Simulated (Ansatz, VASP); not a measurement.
# C: VASP beside Ansatz

```
C
1.0
     2.46919    0.00000    0.00000
    -1.23460    2.13260    0.00000
     0.00000    0.00000   26.00000
C
2
Direct
  0.66636 0.33271 0.50000
  0.33364 0.66729 0.50000
```

Alike in both runs: functional PBE; dispersion D3(BJ); k mesh 12 × 12 × 1; occupations gaussian, width 0.02 eV; no spin polarisation.

Ansatz relaxed the structure, and its values are those at the end. VASP's run is a single point on that final structure, the one shown.

|  | VASP | Ansatz |
| --- | --- | --- |
| version | VASP 6.6.1 | Ansatz 0.2.0 |
| potentials or method | VASP PAW PBE potentials, release 64 (C), cutoff 520 eV | scalar-relativistic, plane waves, PAW |
| valence electrons in the cell | 8 | 8 |

```csv
,VASP,Ansatz,Ansatz less VASP
gap on the k mesh at the Fermi level (eV),0.07,0.07,0.000
least direct gap on the mesh (eV),0.07,0.07,0.000
```
